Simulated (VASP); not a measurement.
CuSi16 (a cell with a defect): relaxation of the atoms with PBE

System: CuSi16 (a cell with a defect).

```
CELL_PARAMETERS angstrom
0.00000 5.43000 5.43000
5.43000 0.00000 5.43000
5.43000 5.43000 0.00000
ATOMIC_POSITIONS crystal
Si 0.00000 0.00000 0.00000
Si 0.12500 0.12500 0.12500
Si 0.00000 0.00000 0.50000
Si 0.12500 0.12500 0.62500
Si 0.00000 0.50000 0.00000
Si 0.12500 0.62500 0.12500
Si 0.00000 0.50000 0.50000
Si 0.12500 0.62500 0.62500
Si 0.50000 0.00000 0.00000
Si 0.62500 0.12500 0.12500
Si 0.50000 0.00000 0.50000
Si 0.62500 0.12500 0.62500
Si 0.50000 0.50000 0.00000
Si 0.62500 0.62500 0.12500
Si 0.50000 0.50000 0.50000
Si 0.62500 0.62500 0.62500
Cu 0.30597 0.81837 0.30773
```

```json
{
  "Program": "VASP 6.6.1",
  "Task": "relaxation of the atoms",
  "Functional": "PBE",
  "Potentials or basis": "VASP PAW PBE potentials, release 64 (Si, Cu)",
  "Cutoff": "520 eV",
  "k mesh": "2 × 2 × 2",
  "Occupations": "fermi-dirac, width 0.02 eV",
  "Spin": "no spin polarisation",
  "Dipole correction": "no",
  "Charge": "1",
  "Further INCAR settings": "LREAL = Auto; ALGO = Normal; EDIFF = 1e-06; IBRION = 2; EDIFFG = -0.03; NSW = 80; NELECT = 74.0"
}
```

```json
{"Energy gained by relaxing": "40.0 meV/atom", "Ionic steps": "55", "Largest force after relaxing": "0.027 eV/Å"}
```

Forces in eV/Å, atoms in the order of the input:
```
Si   0.003 -0.007  0.004
Si   0.002 -0.002  0.003
Si  -0.017  0.005  0.005
Si  -0.002  0.006  0.007
Si  -0.006  0.011 -0.004
Si   0.001  0.006 -0.005
Si  -0.015  0.013 -0.006
Si  -0.006 -0.003  0.000
Si   0.000 -0.002 -0.008
Si   0.002 -0.006 -0.002
Si   0.004  0.003  0.014
Si   0.017  0.014  0.013
Si  -0.007  0.007 -0.017
Si   0.007  0.000 -0.012
Si   0.002 -0.008  0.004
Si   0.006 -0.010  0.004
Cu   0.010 -0.025  0.001
```

Step by step:
| step | energy change (eV) | largest force (eV/Å) | pressure (GPa) |
| --- | --- | --- | --- |
| 1 | 0.0000 | 2.1408 | 1.19 |
| 3 | -0.4499 | 0.6041 | 0.24 |
| 5 | -0.5016 | 0.3636 | 0.18 |
| 7 | -0.5315 | 0.2858 | 0.08 |
| 9 | -0.5927 | 0.1730 | -0.16 |
| 11 | -0.6046 | 0.2702 | -0.36 |
| 13 | -0.6205 | 0.0797 | -0.50 |
| 15 | -0.6223 | 0.0923 | -0.51 |
| 17 | -0.6231 | 0.0428 | -0.53 |
| 19 | -0.6236 | 0.0831 | -0.55 |
| 21 | -0.6246 | 0.0957 | -0.54 |
| 23 | -0.6272 | 0.1312 | -0.54 |
| 25 | -0.6279 | 0.1314 | -0.54 |
| 27 | -0.6293 | 0.1319 | -0.56 |
| 29 | -0.6338 | 0.1271 | -0.60 |
| 31 | -0.6343 | 0.1207 | -0.62 |
| 33 | -0.6385 | 0.0966 | -0.64 |
| 35 | -0.6390 | 0.1326 | -0.61 |
| 37 | -0.6457 | 0.1581 | -0.64 |
| 39 | -0.6508 | 0.1867 | -0.67 |
| 41 | -0.6590 | 0.1511 | -0.78 |
| 43 | -0.6675 | 0.1129 | -0.81 |
| 45 | -0.6706 | 0.0867 | -0.85 |
| 47 | -0.6738 | 0.0604 | -0.85 |
| 49 | -0.6764 | 0.0548 | -0.83 |
| 51 | -0.6782 | 0.0367 | -0.81 |
| 53 | -0.6790 | 0.0315 | -0.82 |
| 55 | -0.6793 | 0.0273 | -0.78 |

Final structure:
```
CELL_PARAMETERS angstrom
0.00000 5.43000 5.43000
5.43000 0.00000 5.43000
5.43000 5.43000 0.00000
ATOMIC_POSITIONS crystal
Si 0.99922 0.01343 0.99952
Si 0.11774 0.15059 0.11805
Si 0.99019 0.00752 0.50197
Si 0.12074 0.12401 0.62702
Si 0.01139 0.52172 0.01020
Si 0.13916 0.63717 0.13873
Si 0.99782 0.49825 0.51248
Si 0.12167 0.61833 0.64240
Si 0.50213 0.00739 0.99119
Si 0.62669 0.12371 0.12238
Si 0.49346 0.99366 0.49497
Si 0.61893 0.11423 0.62004
Si 0.51307 0.49795 0.99812
Si 0.64347 0.61809 0.12142
Si 0.50542 0.48793 0.50495
Si 0.62532 0.61971 0.62568
Cu 0.27954 0.78468 0.27859
```

Levels at points of the mesh, in eV from the Fermi level:
| k point | band 34 | band 35 | band 36 | band 37 | band 38 | band 39 | band 40 | band 41 |
| --- | --- | --- | --- | --- | --- | --- | --- | --- |
| (0.00, 0.00, 0.00) | -1.03 | -0.63 | -0.19 | -0.06 | 0.06 | 0.38 | 0.59 | 0.61 |
| (0.50, 0.00, 0.00) | -0.95 | -0.91 | -0.85 | -0.75 | 0.55 | 1.13 | 1.25 | 1.31 |
| (0.00, 0.50, 0.00) | -0.94 | -0.89 | -0.88 | -0.80 | 0.51 | 1.14 | 1.23 | 1.31 |
| (0.00, 0.00, 0.50) | -0.95 | -0.91 | -0.85 | -0.75 | 0.55 | 1.12 | 1.24 | 1.31 |
| (0.50, 0.50, 0.50) | -0.91 | -0.89 | -0.64 | -0.52 | 0.53 | 1.00 | 1.34 | 1.37 |
| (0.50, 0.50, 0.00) | -1.54 | -1.47 | -1.43 | -1.09 | 0.66 | 0.98 | 1.93 | 2.06 |
| (0.00, 0.50, 0.50) | -1.54 | -1.47 | -1.43 | -1.10 | 0.66 | 0.98 | 1.93 | 2.06 |
| (0.50, 0.00, 0.50) | -1.51 | -1.50 | -1.42 | -1.12 | 0.67 | 0.98 | 1.94 | 2.05 |

Wall time 75 min on 1 thread of Intel(R) Xeon(R) Platinum 8488C (Sapphire Rapids), with other jobs on the host, peak memory 0.56 GiB.

Caveat: the k points lie up to 0.50 Å⁻¹ apart; the cell carries a net charge on a neutralising background, which shifts energy and pressure; the cell is charged against a uniform background, so pressure and absolute levels hang on convention.
